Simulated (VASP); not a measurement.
# ZnAu in VASP: a series of runs, part 2 of 2

VASP 6.6.1.

## (4) Single point, PBE

This run uses another cell than the first one, of 16.21 Å³/atom, 1.040 times its volume.

File INCAR:

```
  ALGO = Fast
  EDIFF = 1E-7
  ENCUT = 520
  GGA = PE
  ISIF = 2
  ISMEAR = -1
  LASPH = T
  LCHARG = T
  LELF = T
  LREAL = F
  LVHAR = T
  LWAVE = F
  NBANDS = 18
  NELM = 60
  PREC = Accurate
  SIGMA = 0.05
```

File KPOINTS:

```
k-points
0
Gamma
  7 7 7
```

File POSCAR:

```
ZnAu
1.0
    3.2099400000      0.0000000000      0.0000000000
    0.0000000000      3.2099400000      0.0000000000
    0.0000000000      0.0000000000      3.1470000000
Au Zn
1 1
Direct
    0.0000000000      0.0000000000      0.0000000000
    0.5000000000      0.5000000000      0.5000000000
```

On the command line:

```bash
$ cat potpaw_PBE.64/Au/POTCAR potpaw_PBE.64/Zn/POTCAR > POTCAR
$ mpirun -np 1 vasp_std > vasp.out
```

It took 7.2 s on 1 thread of Intel Xeon 6975P-C (Granite Rapids), shared host; peak memory 0.15 GiB.

It converged, with:

```
Free energy : -4.7609 eV
Pressure    : -0.5 GPa
```

Stress tensor (GPa, compression positive):
```
-0.44  0.00  0.00
 0.00 -0.44  0.00
 0.00  0.00 -0.63
```

Levels at points of the mesh, in eV from the Fermi level:
| k point | band 8 | band 9 | band 10 | band 11 | band 12 | band 13 | band 14 | band 15 |
| --- | --- | --- | --- | --- | --- | --- | --- | --- |
| (0.00, 0.00, 0.00) | -5.37 | -3.83 | -3.79 | -3.79 | 4.64 | 4.64 | 5.22 | 8.22 |

Caveat: spin-orbit coupling is left out, which moves the levels of the heavy elements.

## (5) Single point, PBE

This run uses another cell than the first one, of 16.85 Å³/atom, 1.082 times its volume.

File INCAR:

```
SYSTEM = ZnAu
PREC = Accurate
ENCUT = 520
EDIFF = 1E-7
ISMEAR = -1
SIGMA = 0.05
LREAL = .FALSE.
LASPH = .TRUE.
NELM = 100
ALGO = Fast
ISIF = 2
LWAVE = .FALSE.
LCHARG = .TRUE.
GGA = PE
LELF = .TRUE.
LVHAR = .TRUE.
NBANDS = 18
```

File KPOINTS:

```
regular mesh
0
G
  7 7 7
  0 0 0
```

File POSCAR:

```
ZnAu
1.0
    3.2728800000      0.0000000000      0.0000000000
    0.0000000000      3.2728800000      0.0000000000
    0.0000000000      0.0000000000      3.1470000000
Au Zn
1 1
Direct
    0.0000000000      0.0000000000      0.0000000000
    0.5000000000      0.5000000000      0.5000000000
```

On the command line:

```bash
$ cat potpaw_PBE.64/Au/POTCAR potpaw_PBE.64/Zn/POTCAR > POTCAR
$ mpirun -np 1 vasp_std > vasp.out
```

Run time: 8.4 s. Hardware: 1 thread of Intel Xeon 6975P-C (Granite Rapids), shared host; peak memory 0.15 GiB.

Results (log left out):

- Free energy: -4.7409 eV
- Pressure: -4.6 GPa

Levels at points of the mesh, in eV from the Fermi level:
```tsv
k point	band 8	band 9	band 10	band 11	band 12	band 13	band 14	band 15
(0.00, 0.00, 0.00)	-5.10	-3.69	-3.61	-3.61	4.50	4.50	5.63	7.78
```

Caveat: spin-orbit coupling is left out, which moves the levels of the heavy elements.

## (6) Single point, LDA

File INCAR:

```
ALGO = Normal
EDIFF = 1E-6
ENCUT = 520
ISIF = 2
ISMEAR = -1
LASPH = True
LCHARG = True
LELF = True
LREAL = False
LVHAR = True
LWAVE = False
NBANDS = 18
NELM = 100
PREC = Accurate
SIGMA = 0.05
```

File KPOINTS:

```
k-points
0
Gamma
  5 5 5
```

File POSCAR:

```
ZnAu
1.0
    3.1470000000      0.0000000000      0.0000000000
    0.0000000000      3.1470000000      0.0000000000
    0.0000000000      0.0000000000      3.1470000000
Au Zn
1 1
Direct
    0.0000000000      0.0000000000      0.0000000000
    0.5000000000      0.5000000000      0.5000000000
```

Potentials or basis: VASP PAW LDA potentials, release 64 (Au, Zn).

On the command line:

```bash
$ cat potpaw_LDA.64/Au/POTCAR potpaw_LDA.64/Zn/POTCAR > POTCAR
$ mpirun -np 1 vasp_std > vasp.out
```

OUTCAR:

```text
EDIFF = 1E-6
   ENCUT = 520
   ISIF = 2
   ISMEAR = -1
   LASPH = True
   LREAL = False
   NELM = 100
   PREC = Accurate

 ion  position               nearest neighbor table
   1  0.000  0.000  0.000-   2 2.73   2 2.73   2 2.73   2 2.73   2 2.73   2 2.73   2 2.73   2 2.73

   2  0.500  0.500  0.500-   1 2.73   1 2.73   1 2.73   1 2.73   1 2.73   1 2.73   1 2.73   1 2.73

  LATTYP: Found a simple cubic cell.
 ALAT       =     3.1470000000

  Lattice vectors:

 A1 = (   3.1470000000,   0.0000000000,   0.0000000000)
 A2 = (   0.0000000000,   3.1470000000,   0.0000000000)
 A3 = (   0.0000000000,   0.0000000000,   3.1470000000)

Analysis of symmetry for initial positions (statically):
=====================================================================
 Subroutine PRICEL returns:
 Original cell was already a primitive cell.

 Routine SETGRP: Setting up the symmetry group for a
 simple cubic supercell.

 Subroutine GETGRP returns: Found 48 space group operations
 (whereof 48 operations were pure point group operations)
 out of a pool of 48 trial point group operations.

The static configuration has the point symmetry O_h .

Analysis of symmetry for dynamics (positions and initial velocities):
[... 141 lines left out ...]

  energy without entropy =       -6.74817491  energy(sigma->0) =       -6.75041323

 E-fermi :   6.6333     XC(G=0): -12.6752

 val. band max:        6.6203535629   @ k =   0.4000   0.4000   0.4000
 cond. band min:       7.4189320957   @ k =   0.4000   0.4000   0.2000
 fundamental gap:      0.7985785328
 Fermi energy:         6.6332693052

 k-point     1 :       0.0000    0.0000    0.0000
  band No.  band energies     occupation
      1      -3.7618      2.00000
      2      -1.3049      2.00000
      3      -1.3049      2.00000
      4      -0.6370      2.00000
      5      -0.6370      2.00000
      6      -0.6370      2.00000
[... 187 lines left out ...]
      5      -0.4403      2.00000
      6       0.3856      2.00000
[... 10 lines left out ...]
     17      14.1165      0.00000
     18      16.5823      0.00000

------------------------ aborting loop because EDIFF is reached ----------------------------------------

  FORCE on cell =-STRESS in cart. coord.  units (eV):
  Direction    XX          YY          ZZ          XY          YZ          ZX
  --------------------------------------------------------------------------------------
  -------------------------------------------------------------------------------------
  Total       -1.1085372     -1.1085372     -1.1085372     -0.0000000     -0.0000000      0.0000000
  in kB      -56.9863213    -56.9863213    -56.9863213     -0.0000000     -0.0000000      0.0000000
  external PRESSURE =     -56.9863213 kB  Pullay stress =       0.0000000 kB

 VOLUME and BASIS-vectors are now :
 -----------------------------------------------------------------------------
  energy-cutoff  :      520.00
  volume of cell :       31.17
      direct lattice vectors                 reciprocal lattice vectors
     3.147000000  0.000000000  0.000000000     0.317762949  0.000000000  0.000000000
     0.000000000  3.147000000  0.000000000     0.000000000  0.317762949  0.000000000
     0.000000000  0.000000000  3.147000000     0.000000000  0.000000000  0.317762949

 POSITION                                       TOTAL-FORCE (eV/Angst)
 -----------------------------------------------------------------------------------
      0.00000      0.00000      0.00000         0.000000      0.000000      0.000000
      1.57350      1.57350      1.57350         0.000000      0.000000      0.000000
 -----------------------------------------------------------------------------------
    total drift:                                0.000000      0.000000     -0.000000

  FREE ENERGIE OF THE ION-ELECTRON SYSTEM (eV)
  ---------------------------------------------------
  free  energy   TOTEN  =        -6.7526515381 eV

  energy  without entropy=       -6.7481749138  energy(sigma->0) =       -6.75041323
```

OSZICAR:

```text
N       E                     dE             d eps       ncg     rms          rms(c)
DAV:   1     0.133714184068E+03    0.13371E+03   -0.11568E+04   368   0.168E+03
DAV:   2    -0.190537357534E+01   -0.13562E+03   -0.12941E+03   360   0.322E+02
DAV:   3    -0.723771763425E+01   -0.53323E+01   -0.52975E+01   410   0.694E+01
DAV:   4    -0.728107721251E+01   -0.43360E-01   -0.43351E-01   386   0.539E+00
DAV:   5    -0.728156442016E+01   -0.48721E-03   -0.48720E-03   402   0.623E-01    0.870E+00
DAV:   6    -0.679519970907E+01    0.48636E+00   -0.13852E+00   400   0.134E+01    0.544E+00
DAV:   7    -0.676355260717E+01    0.31647E-01   -0.32304E-02   494   0.339E+00    0.288E+00
DAV:   8    -0.675267699889E+01    0.10876E-01   -0.98239E-03   390   0.998E-01    0.146E-01
DAV:   9    -0.675265596173E+01    0.21037E-04   -0.33226E-04   406   0.325E-01    0.663E-02
DAV:  10    -0.675265193493E+01    0.40268E-05   -0.51081E-05   394   0.714E-02    0.160E-02
DAV:  11    -0.675265153810E+01    0.39683E-06   -0.28807E-06   354   0.215E-02
   1 F= -.67526515E+01 E0= -.67504132E+01  d E =-.447662E-02
```

It took 4.1 s on 1 thread of Intel Xeon 6975P-C, shared host; peak memory 0.13 GiB.

Results:

```
Free energy : -6.7527 eV
Pressure    : -5.7 GPa
```

Levels at points of the mesh, in eV from the Fermi level:
| k point | band 7 | band 8 | band 9 | band 10 | band 11 | band 12 | band 13 | band 14 | band 15 | band 16 |
| --- | --- | --- | --- | --- | --- | --- | --- | --- | --- | --- |
| (0.00, 0.00, 0.00) | -5.18 | -5.18 | -3.47 | -3.47 | -3.47 | 5.18 | 5.18 | 5.18 | 8.98 | 12.49 |

Caveat: the k points lie up to 0.40 Å⁻¹ apart; spin-orbit coupling is left out, which moves the levels of the heavy elements.

## (7) Overview

```tsv
level	potentials or basis	cell	k mesh	smearing	gap on the mesh (eV)	pressure (GPa)
LDA	VASP PAW LDA potentials, release 64 (Au, Zn)	a = 3.147 Å, 2 atoms	8 × 8 × 8	gaussian 0.05 eV	none	-6.0
RPBE	VASP PAW PBE potentials, release 64 (Au, Zn)	a = 3.147 Å, 2 atoms	8 × 8 × 8	gaussian 0.1 eV	none	9.0
PBE	VASP PAW PBE potentials, release 64 (Au, Zn)	a = 3.210, b = 3.210, c = 3.147 Å, 2 atoms	7 × 7 × 7	fermi-dirac 0.05 eV	none	-0.5
PBE	VASP PAW PBE potentials, release 64 (Au, Zn)	a = 3.273, b = 3.273, c = 3.147 Å, 2 atoms	7 × 7 × 7	fermi-dirac 0.05 eV	none	-4.6
LDA	VASP PAW LDA potentials, release 64 (Au, Zn)	a = 3.147 Å, 2 atoms	5 × 5 × 5	fermi-dirac 0.05 eV	none	-5.7
```

Alike in all rows: task single point; no spin polarisation; cutoff (eV) 520.

Caveats: some runs use coarse meshes; spin-orbit coupling is left out, which moves the levels of the heavy elements; the PAW data sets were made with another functional, which shifts forces and pressure a little (some runs).

Total energies depend on the potentials used, so only differences within one code and one set of settings carry meaning.
